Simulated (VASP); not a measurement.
WS2: relaxation of cell and atoms with PBEsol

The system is WS2, a slab with vacuum.

```
CELL_PARAMETERS angstrom
3.18295 0.00000 0.00000
-1.59148 2.75652 0.00000
0.00000 0.00000 28.53222
ATOMIC_POSITIONS crystal
W 0.66667 0.33333 0.43436
W 0.66667 0.33333 0.88553
W 0.00000 0.00000 0.65929
S 0.66667 0.33333 0.60463
S 0.00000 0.00000 0.37971
S 0.00000 0.00000 0.83085
S 0.66667 0.33333 0.71395
S 0.00000 0.00000 0.48903
S 0.00000 0.00000 0.94019
```

```
Program                : VASP 6.6.1
Task                   : relaxation of cell and atoms
Functional             : PBEsol
Potentials or basis    : VASP PAW PBE potentials, release 64 (W_sv, S)
Cutoff                 : 600 eV
k mesh                 : 7 × 7 × 1
Occupations            : fermi-dirac, width 0.05 eV
Spin                   : no spin polarisation
Dipole correction      : no
Further INCAR settings : ALGO = Normal; EDIFF = 1e-07; IBRION = 2; EDIFFG = -0.01; NSW = 60; ISIF = 3
```

The relaxed cell is a = 3.147 Å, b = 3.147 Å, c = 28.129 Å, α = 90.00°, β = 90.00°, γ = 120.00° and the space group after relaxing (to 0.05 Å) is P-6m2 (No. 187). The energy gained by relaxing is 4.6 meV/atom, the ionic steps are 22 and the largest force after relaxing is 0.008 eV/Å. The band gap on the k mesh is 1.42 eV, indirect (least direct gap 2.47 eV).

Forces in eV/Å, atoms in the order of the input:
```
W    0.000  0.000 -0.008
W    0.000  0.000 -0.002
W    0.000  0.000  0.004
S    0.000  0.000  0.007
S    0.000  0.000  0.003
S    0.000  0.000  0.001
S    0.000  0.000 -0.006
S    0.000  0.000  0.000
S    0.000  0.000  0.002
```

The path:
| step | energy change (eV) | largest force (eV/Å) | pressure (GPa) | volume (Å³) |
| --- | --- | --- | --- | --- |
| 1 | 0.0000 | 0.1030 | -1.79 | 250.34 |
| 2 | 0.0430 | 0.6773 | 3.56 | 239.21 |
| 3 | -0.0310 | 0.2017 | 0.19 | 245.89 |
| 4 | -0.0381 | 0.0724 | -0.12 | 245.21 |
| 5 | -0.0396 | 0.0134 | -0.03 | 245.41 |
| 6 | -0.0396 | 0.0196 | 0.01 | 245.24 |
| 7 | -0.0397 | 0.0322 | 0.08 | 244.97 |
| 8 | -0.0397 | 0.0317 | 0.08 | 244.95 |
| 9 | -0.0397 | 0.0304 | 0.07 | 244.89 |
| 10 | -0.0398 | 0.0277 | 0.07 | 244.77 |
| 11 | -0.0400 | 0.0224 | 0.06 | 244.53 |
| 12 | -0.0402 | 0.0135 | 0.04 | 244.05 |
| 13 | -0.0404 | 0.0510 | 0.00 | 243.10 |
| 14 | -0.0405 | 0.0485 | 0.00 | 242.96 |
| 15 | -0.0408 | 0.0409 | 0.01 | 242.57 |
| 16 | -0.0411 | 0.0327 | 0.04 | 241.77 |
| 17 | -0.0410 | 0.0435 | 0.09 | 240.17 |
| 18 | -0.0412 | 0.0253 | 0.06 | 241.11 |
| 19 | -0.0413 | 0.0210 | 0.01 | 241.21 |
| 20 | -0.0413 | 0.0178 | -0.03 | 241.29 |
| 21 | -0.0413 | 0.0182 | -0.02 | 241.27 |
| 22 | -0.0413 | 0.0083 | 0.00 | 241.26 |

Final structure:
```
W S
1.0
     3.14700    0.00000    0.00000
    -1.57350    2.72538    0.00000
     0.00000    0.00000   28.12896
W S
3 6
Direct
  0.66667 0.33333 0.43462
  0.66667 0.33333 0.88519
  0.00000 0.00000 0.65938
  0.66667 0.33333 0.60362
  0.00000 0.00000 0.37890
  0.00000 0.00000 0.82943
  0.66667 0.33333 0.71514
  0.00000 0.00000 0.49036
  0.00000 0.00000 0.94090
```

Levels at points of the mesh, in eV from the valence-band top:
```csv
k point,band 35,band 36,band 37,band 38,band 39,band 40,band 41,band 42,band 43,band 44
"(0.00, 0.00, 0.00)",-1.96,-1.93,-0.82,-0.34,0.00,2.57,2.57,2.58,2.58,2.58
```

It took 27 min on 1 thread of Intel(R) Xeon(R) 6975P-C (Granite Rapids), with other jobs on the host, peak memory 0.52 GiB.

Caveat: the PAW data sets were made with another functional, which shifts forces and pressure a little; spin-orbit coupling is left out, which moves the levels of the heavy elements.
